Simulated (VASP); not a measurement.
# Cu in VASP: single point with PBE

Aim: the single point of Cu with PBE.

All numbers are computed with VASP 6.6.1; they aren't measurements. Logs are shortened: lines on timing, memory, paths and dates and some standing lists are left out, and cuts for length are marked.

## 1. The cell of the first run

The cell holds a slab with vacuum, 24 atoms: a = 7.669 Å, b = 3.615 Å, c = 24.083 Å, α = 90.00°, β = 90.00°, γ = 76.37°.

## 2. Single point, PBE

INCAR reads:

```
SYSTEM = Cu
PREC = Accurate
ENCUT = 520
EDIFF = 1E-6
ISMEAR = 0
SIGMA = 0.1
LREAL = Auto
LASPH = .True.
NELM = 80
ALGO = Normal
ISIF = 2
LWAVE = .False.
LCHARG = .False.
GGA = PE
NBANDS = 150
LUSENCCL = .False.
```

KPOINTS reads:

```
regular mesh
0
Gamma
  12 12 1
  0 0 0
```

POSCAR reads:

```
Cu
1.0
    7.4525134183      1.8075000000      0.0000000000
    0.0000000000      3.6150000000      0.0000000000
    0.0000000000      0.0000000000     24.0828122718
Cu
24
Direct
   -0.0093129740      0.0046564870      0.2942659238
    0.7615602372      0.6192198814      0.3107973565
    0.5289763344      0.2355118328      0.3276444344
    0.2950400896      0.8524799552      0.3426332701
    0.0635202807      0.4682398597      0.3603538256
    0.8212669817      0.0893665092      0.3814881749
    0.5833112352      0.7083443824      0.3993891588
    0.3497254180      0.3251372910      0.4168046449
    0.1163932415      0.9418033793      0.4353443943
    0.8818270157      0.5590864921      0.4539452038
    0.6460292447      0.1769853777      0.4725802153
    0.4108580319      0.7945709841      0.4911283128
    0.1773772622      0.4113113689      0.5088716872
    0.9422060495      0.0288969753      0.5274197847
    0.7064082784      0.6467958608      0.5460547962
    0.4718420527      0.2640789737      0.5646556057
    0.2385098761      0.8807450619      0.5831953551
    0.0049240589      0.4975379705      0.6006108412
    0.7669683124      0.1165158438      0.6185118251
    0.5247150135      0.7376424933      0.6396461744
    0.2931952045      0.3534023978      0.6573667299
    0.0592589597      0.9703705202      0.6723555656
    0.8266750569      0.5866624715      0.6892026435
    0.5975482681      0.2012258659      0.7057340762
```

Potentials or basis: VASP PAW PBE potentials, release 64 (Cu).

The run is started by

```console
$ cat potpaw_PBE.64/Cu/POTCAR > POTCAR
$ mpirun -np 1 vasp_std > vasp.out
```

OUTCAR:

```text
SYSTEM = Cu
   PREC = Accurate
   ENCUT = 520
   EDIFF = 1E-6
   ISMEAR = 0
   LREAL = Auto
   LASPH = .True.
   NELM = 80
   ISIF = 2
   GGA = PE

 ion  position               nearest neighbor table
   1  0.991  0.005  0.294-   6 2.45   5 2.47   5 2.47   2 2.52   2 2.52   4 2.55
   2  0.762  0.619  0.311-   7 2.51   1 2.52   1 2.52   6 2.52   6 2.52   3 2.54   3 2.54   5 2.55

   3  0.529  0.236  0.328-   8 2.53   7 2.53   7 2.53   6 2.54   2 2.54   2 2.54   4 2.54   4 2.54

   4  0.295  0.852  0.343-   5 2.53   5 2.53   3 2.54   3 2.54   7 2.55   1 2.55   8 2.57   8 2.57
                             9 2.60
   5  0.064  0.468  0.360-   1 2.47   1 2.47   8 2.53   4 2.53   4 2.53   2 2.55   9 2.59   9 2.59
                             6 2.60   6 2.60  10 2.63
   6  0.821  0.089  0.381-   1 2.45   2 2.52   2 2.52   3 2.54  10 2.55  10 2.55  11 2.55   9 2.55
                             7 2.57   7 2.57   5 2.60   5 2.60
   7  0.583  0.708  0.399-   2 2.51   3 2.53   3 2.53   8 2.54   8 2.54   4 2.55  12 2.56  11 2.57
                            11 2.57   6 2.57   6 2.57  10 2.58
   8  0.350  0.325  0.417-   3 2.53   5 2.53   7 2.54   7 2.54   9 2.55   9 2.55  13 2.56   4 2.57
                             4 2.57  12 2.58  12 2.58  11 2.58
   9  0.116  0.942  0.435-   8 2.55   8 2.55   6 2.55  10 2.55  10 2.55  14 2.57  13 2.57  13 2.57
                            12 2.57   5 2.59   5 2.59   4 2.60
  10  0.882  0.559  0.454-   6 2.55   6 2.55   9 2.55   9 2.55  11 2.56  11 2.56  14 2.57  14 2.57
[... 12 lines left out ...]
                            13 2.57  20 2.59  20 2.59  21 2.60
  17  0.239  0.881  0.583-  22 2.53  20 2.53  18 2.54  18 2.54  16 2.55  16 2.55  12 2.56  21 2.57
                            21 2.57  13 2.58  13 2.58  14 2.58
  18  0.005  0.498  0.601-  23 2.51  22 2.53  22 2.53  17 2.54  17 2.54  21 2.55  13 2.56  14 2.57
                            14 2.57  19 2.57  19 2.57  15 2.58
  19  0.767  0.117  0.619-  24 2.45  23 2.52  23 2.52  22 2.54  15 2.55  15 2.55  14 2.55  16 2.55
                            18 2.57  18 2.57  20 2.60  20 2.60
  20  0.525  0.738  0.640-  24 2.47  24 2.47  17 2.53  21 2.53  21 2.53  23 2.55  16 2.59  16 2.59
                            19 2.60  19 2.60  15 2.63
  21  0.293  0.353  0.657-  20 2.53  20 2.53  22 2.54  22 2.54  18 2.55  24 2.55  17 2.57  17 2.57
                            16 2.60
  22  0.059  0.970  0.672-  17 2.53  18 2.53  18 2.53  19 2.54  23 2.54  23 2.54  21 2.54  21 2.54

  23  0.827  0.587  0.689-  18 2.51  24 2.52  24 2.52  19 2.52  19 2.52  22 2.54  22 2.54  20 2.55

  24  0.598  0.201  0.706-  19 2.45  20 2.47  20 2.47  23 2.52  23 2.52  21 2.55

  LATTYP: Found a base centered orthorhombic cell.
 ALAT       =     3.6150000000
 B/A-ratio  =     4.1231056256
 C/A-ratio  =     6.6619121084

  Lattice vectors:

 A1 = (  -7.4525134183,  -1.8075000000,   0.0000000000)
 A2 = (   7.4525134183,  -1.8075000000,   0.0000000000)
 A3 = (   0.0000000000,   0.0000000000,  24.0828122718)

Analysis of symmetry for initial positions (statically):
=====================================================================
 Subroutine PRICEL returns:
 Original cell was already a primitive cell.

 Routine SETGRP: Setting up the symmetry group for a
 base centered orthorhombic supercell.

 Subroutine GETGRP returns: Found  4 space group operations
 (whereof  2 operations were pure point group operations)
 out of a pool of  8 trial point group operations.

The static configuration has the point symmetry C_1h.
 The point group associated with its full space group is C_2h.

Analysis of symmetry for dynamics (positions and initial velocities):
=====================================================================
 Subroutine PRICEL returns:
 Original cell was already a primitive cell.

 Routine SETGRP: Setting up the symmetry group for a
 base centered orthorhombic supercell.

 Subroutine GETGRP returns: Found  4 space group operations
 (whereof  2 operations were pure point group operations)
 out of a pool of  8 trial point group operations.

The dynamic configuration has the point symmetry C_1h.
 The point group associated with its full space group is C_2h.

 Subroutine INISYM returns: Found  4 space group operations
 (whereof  2 operations are pure point group operations),
 and found     1 'primitive' translations

----------------------------------------------------------------------------------------

                                     Primitive cell

  volume of cell :     648.8111

[... 68 lines left out ...]

 Generating k-lattice:

  Cartesian coordinates                     Fractional coordinates (reciprocal lattice)
     0.011181910  0.000000000  0.000000000     0.083333333  0.000000000  0.000000000
    -0.005590955  0.023052098  0.000000000     0.000000000  0.083333333  0.000000000
     0.000000000  0.000000000  0.041523390     0.000000000  0.000000000  1.000000000

  Length of vectors
     0.011181910  0.023720413  0.041523390

  Shift w.r.t. Gamma in fractional coordinates (k-lattice)
     0.000000000  0.000000000  0.000000000

 Subroutine IBZKPT returns following result:
 ===========================================

 Found     43 irreducible k-points:

 Following reciprocal coordinates:
            Coordinates               Weight
  0.000000  0.000000  0.000000      1.000000
  0.083333  0.000000  0.000000      2.000000
  0.166667  0.000000  0.000000      2.000000
  0.250000  0.000000  0.000000      2.000000
  0.333333  0.000000  0.000000      2.000000
  0.416667  0.000000  0.000000      2.000000
[... 16 lines left out ...]
  0.333333  0.250000  0.000000      4.000000
  0.416667  0.250000  0.000000      4.000000
 [... further k-points ...]
   k-points           NKPTS =     43   k-points in BZ     NKDIM =     43   number of bands    NBANDS=    150
   number of dos      NEDOS =    301   number of ions     NIONS =     24
   total plane-waves  NPLWV = 302400
   dimension x,y,z NGX =    60 NGY =   28 NGZ =  180
   dimension x,y,z NGXF=   120 NGYF=   56 NGZF=  360
   ions per type =              24
   NGX,Y,Z   is equivalent  to a cutoff of  13.01, 12.88, 12.43 a.u.
   NGXF,Y,Z  is equivalent  to a cutoff of  26.01, 25.75, 24.85 a.u.
 SYSTEM =  Cu
   PREC   = accura    normal or accurate (medium, high low for compatibility)
   ISTART =      0    job   : 0-new  1-cont  2-samecut
   ICHARG =      2    charge: 1-file 2-atom 10-const
   ISPIN  =      1    spin polarized calculation?
   LNONCOLLINEAR =      F non collinear calculations
   LSORBIT =      F    spin-orbit coupling
   LASPH  =      T    aspherical Exc in radial PAW
   ENCUT  =  520.0 eV  38.22 Ry    6.18 a.u.  14.26  6.72 44.78*2*pi/ulx,y,z
   NELM   =     80;   NELMIN=  2; NELMDL= -5     # of ELM steps
   EDIFF  = 0.1E-05   stopping-criterion for ELM
   LREAL  =      T    real-space projection
   EDIFFG = 0.1E-04   stopping-criterion for IOM
   NSW    =      0    number of steps for IOM
   IBRION =     -1    ionic relax: 0-MD 1-quasi-New 2-CG
   NFREE  =      0    steps in history (QN), initial steepest desc. (CG)
   ISIF   =      2    stress and relaxation
   ISYM   =      2    0-nonsym 1-usesym 2-fastsym
   POTIM  = 0.5000    time-step for ionic-motion
   TEBEG  =    0.0;   TEEND  =   0.0 temperature during run
   PSTRESS=    0.0 pullay stress
   NELECT =     264.0000    total number of electrons
   NUPDOWN=      -1.0000    fix difference up-down
   EMIN   =  10.00;   EMAX   =-10.00  energy-range for DOS
   EFERMI =   0.00;   METHOD = LEGACY
   ISMEAR =     0;   SIGMA  =   0.10  broadening in eV -4-tet -1-fermi 0-gaus
   EFERMI_NEDOS =   21; number of points for ismear=-14 and -15
   IALGO  =     38    algorithm
   IMIX   =      4    mixing-type and parameters
     AMIX     =   0.40;   BMIX     =  1.00
     AMIX_MAG =   1.60;   BMIX_MAG =  1.00
  volume/ion in A,a.u.               =      27.03       182.43
  Fermi-wavevector in a.u.,A,eV,Ry     =   1.213119  2.292462 20.023117  1.471658
  Thomas-Fermi vector in A             =   2.348581
   LORBIT       =      0    0 simple, 1 ext, 2 COOP (PROOUT), +10 PAW based schemes
   GGA     = PE    functional components
   LHFCALC =     F    Hartree Fock is set to
   AEXX    =    0.0000 exact exchange contribution
   IVDW    =     0    specifies the selected vdW correction
   LEPSILON=     F    determine dielectric tensor
   LRPA    =     F    only Hartree local field effects (RPA)
 non-spin polarized calculation
 Gauss-broadening in eV      SIGMA  =   0.10
  energy-cutoff  :      520.00
  volume of cell :      648.81
 maximum number of plane-waves:     17520
 NGX is ok and might be reduce to    60
   NGX = 29   NGY = 13   NGZ = 89

 number of electron     264.0000044 magnetization

 Free energy of the ion-electron system (eV)
  ---------------------------------------------------
  ext. energy  EPLUGINS =         0.00000000
  ---------------------------------------------------
  free energy    TOTEN  =       -84.27987199 eV

  energy without entropy =      -84.24637312  energy(sigma->0) =      -84.26312255

 E-fermi :   0.8710     XC(G=0):  -6.3972

 val. band max:        0.8593852164   @ k =   0.4167   0.0000   0.0000
 cond. band min:       0.8768696055   @ k =   0.0000   0.0000   0.0000
 fundamental gap:      0.0174843891
 Fermi energy:         0.8710389980

 k-point     1 :       0.0000    0.0000    0.0000
  band No.  band energies     occupation
      1      -8.1071      2.00000
      2      -7.2453      2.00000
      3      -5.9508      2.00000
      4      -5.5316      2.00000
      5      -5.4965      2.00000
      6      -4.8756      2.00000
[... 3517 lines left out ...]
    143       3.6212      0.00000
    144       3.9319      0.00000

 [... further k-points ...]

 [bands above 144 left out]

------------------------ aborting loop because EDIFF is reached ----------------------------------------

  FORCE on cell =-STRESS in cart. coord.  units (eV):
  Direction    XX          YY          ZZ          XY          YZ          ZX
  --------------------------------------------------------------------------------------
  -------------------------------------------------------------------------------------
  Total       -2.7917235     -2.1325981      0.7051194      0.0000000      0.0000000      0.0171264
  in kB       -6.8938958     -5.2662484      1.7412253      0.0000000      0.0000000      0.0422919
  external PRESSURE =      -3.4729730 kB  Pullay stress =       0.0000000 kB

 VOLUME and BASIS-vectors are now :
 -----------------------------------------------------------------------------
  energy-cutoff  :      520.00
  volume of cell :      648.81
      direct lattice vectors                 reciprocal lattice vectors
     7.452513418  1.807500000  0.000000000     0.134182918  0.000000000  0.000000000
     0.000000000  3.615000000  0.000000000    -0.067091459  0.276625173  0.000000000
     0.000000000  0.000000000 24.082812272     0.000000000  0.000000000  0.041523390

 POSITION                                       TOTAL-FORCE (eV/Angst)
 -----------------------------------------------------------------------------------
      7.38311      1.80750      7.08675         0.003641      0.000000     -0.035366
      5.67554      3.61500      7.48487        -0.007238     -0.000000     -0.026838
      3.94220      1.80750      7.89060        -0.005088     -0.000000     -0.025350
      2.19879      3.61500      8.25157         0.003787      0.000000     -0.015691
      0.47339      1.80750      8.67833         0.001430     -0.000000     -0.000929
      6.12050      1.80750      9.18731         0.001652      0.000000      0.002079
[... 16 lines left out ...]
      6.16081      3.61500     16.59794         0.007238      0.000000      0.026838
      4.45324      1.80750     16.99606        -0.003641     -0.000000      0.035366
 -----------------------------------------------------------------------------------
    total drift:                               -0.000163      0.000036      0.000867

  FREE ENERGIE OF THE ION-ELECTRON SYSTEM (eV)
  ---------------------------------------------------
  free  energy   TOTEN  =       -84.2798719928 eV

  energy  without entropy=      -84.2463731150  energy(sigma->0) =      -84.26312255
```

Wall time 9.1 min (1 × NVIDIA H100 80GB with 1 thread of AMD EPYC 7R13 (Zen 3), shared host); peak memory 3.2 GiB.

What came out:

- Free energy: -84.2799 eV
- Largest force: 0.036 eV/Å
- Band gap on the k mesh: zero (bands 132 and 133 overlap by 0.96 eV)

Forces in eV/Å, atoms in the order of the input:
```
Cu   0.004  0.000 -0.035
Cu  -0.007  0.000 -0.027
Cu  -0.005  0.000 -0.025
Cu   0.004  0.000 -0.016
Cu   0.001  0.000 -0.001
Cu   0.002  0.000  0.002
Cu   0.000  0.000  0.002
Cu   0.002  0.000  0.001
Cu   0.000  0.000 -0.002
Cu   0.002  0.000 -0.001
Cu   0.001  0.000  0.001
Cu  -0.001  0.000  0.002
Cu   0.001  0.000 -0.002
Cu  -0.001  0.000 -0.001
Cu  -0.002  0.000  0.001
Cu   0.000  0.000  0.002
Cu  -0.002  0.000 -0.001
Cu   0.000  0.000 -0.002
Cu  -0.002  0.000 -0.002
Cu  -0.001  0.000  0.001
Cu  -0.004  0.000  0.016
Cu   0.005  0.000  0.025
Cu   0.007  0.000  0.027
Cu  -0.004  0.000  0.035
```

Levels at points of the mesh, in eV from the Fermi level:
```tsv
k point	band 129	band 130	band 131	band 132	band 133	band 134	band 135	band 136
(0.00, 0.00, 0.00)	-1.11	-0.99	-0.76	0.01	0.06	0.60	1.70	1.72
(0.50, 0.00, 0.00)	-0.72	-0.67	-0.61	-0.17	0.21	0.25	0.94	1.10
(0.00, 0.50, 0.00)	-0.89	-0.81	-0.75	-0.43	-0.31	0.08	0.19	0.38
```

Caveat: there is no dipole correction, which matters where the two faces differ.
